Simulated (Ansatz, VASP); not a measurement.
**One calculation of BeOs3, two programs**

Contents of INCAR:

```
SYSTEM = BeOs3
PREC = Accurate
ENCUT = 600
EDIFF = 1E-7
ISMEAR = 0
SIGMA = 0.1
LREAL = .False.
LASPH = .True.
NELM = 80
ALGO = Normal
ISIF = 3
LWAVE = .False.
LCHARG = .False.
GGA = PE
IBRION = 2
NSW = 90
EDIFFG = -0.04
```

Contents of KPOINTS:

```
Automatic mesh
0
Gamma
  6 6 6
  0 0 0
```

POSCAR

```
BeOs3
1.0
    3.5945454354      0.0000000000      0.0000000000
    0.0000000000      3.5945454354      0.0000000000
    0.0000000000      0.0000000000      3.5945454354
Be Os
1 3
Direct
    0.0000000000      0.0000000000      0.0000000000
    0.0000000000      0.5000000000      0.5000000000
    0.5000000000      0.0000000000      0.5000000000
    0.5000000000      0.5000000000      0.0000000000
```

Input for Ansatz:

```yaml
crystal:
  lattice:
    - [3.5945454354, 0.0, 0.0]
    - [0.0, 3.5945454354, 0.0]
    - [0.0, 0.0, 3.5945454354]
  atoms:
    - { symbol: Be, position: [0.0, 0.0, 0.0] }
    - { symbol: Os, position: [0.0, 0.5, 0.5] }
    - { symbol: Os, position: [0.5, 0.0, 0.5] }
    - { symbol: Os, position: [0.5, 0.5, 0.0] }
basis:
  ecutwfc: 420
kpoints:
  mp_grid: { grid: [6, 6, 6] }
hamiltonian:
  xc: pbe
scf:
  occupations: { method: gaussian, width: 0.1 }
  lower_state_search: "off"
output:
  forces: true
  stress: true
  eigenvalues: true
relax:
  adjacent_minimum: "off"
  f_tol: 0.04
  max_steps: 70
  cell: { stress_tol: 0.4 }
```

Alike in both runs: task relaxation of cell and atoms; functional PBE; k mesh 6 × 6 × 6; occupations gaussian, width 0.1 eV; no spin polarisation.

|  | VASP | Ansatz |
| --- | --- | --- |
| version | VASP 6.6.1 | Ansatz 0.2.0 |
| potentials or method | VASP PAW PBE potentials, release 64 (Be, Os), cutoff 600 eV | scalar-relativistic, plane waves, PAW |
| valence electrons in the cell | 26 | 50 |

```csv
,VASP,Ansatz,Ansatz less VASP
"gap on the k mesh at the Fermi level, each at its own relaxed structure (eV)",none,none,-
relaxed volume (Å³/atom),13.38,13.39,+0.009
relaxed length of the cell vector where the two differ most in proportion (Å),3.769,3.770,+0.0008
```

A gap of «none» marks a metal or a gap that the smearing closes. VASP's potentials hold 26 valence electrons a cell and Ansatz's 50, so a difference there can come from the potentials and not from the codes.

Spin-orbit coupling is off throughout. Noted on VASP's run: the volume moved by over 15 % at a fixed basis, so the end points are rough.
